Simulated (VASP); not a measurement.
Cd, 2 atoms in the cell. Symmetry: P6_3/mmc, No. 194, hexagonal system. Conventional cell: a = 2.979 Å, b = 2.979 Å, c = 5.618 Å, α = 90.00°, β = 90.00°, γ = 120.00°. Within 3.9 Å of Cd (site symmetry -6m2) lie 12 Cd at 2.98 to 3.29 Å. 

| Quantity | Value |
| --- | --- |
| Program | VASP 6.6.1 |
| Task | relaxation of cell and atoms |
| Functional | PBEsol |
| Potentials or basis | VASP PAW PBE potentials, release 64 (Cd) |
| Cutoff | 600 eV |
| k mesh | 10 × 10 × 5 |
| Occupations | fermi-dirac, width 0.02 eV |
| Spin | no spin polarisation |
| Dipole correction | no |
| Further INCAR settings | ALGO = Normal; EDIFF = 1e-06; IBRION = 2; EDIFFG = -0.03; NSW = 80; ISIF = 3 |

Potentials or basis: VASP PAW PBE potentials, release 64 (Cd).

Run with:

```bash
$ cat potpaw_PBE.64/Cd/POTCAR > POTCAR
$ mpirun -np 1 vasp_std > vasp.out
```

Hardware: 1 thread of Oxide Virtual Turin-like Processor (shared host).

Problem. Estimate the wall time of this run.

Solution. Run time: 73 s on 1 thread of Oxide Virtual Turin-like Processor, on a shared host, peak memory 0.16 GiB. Counts: scf iterations 26, k points 42, ion steps 4.
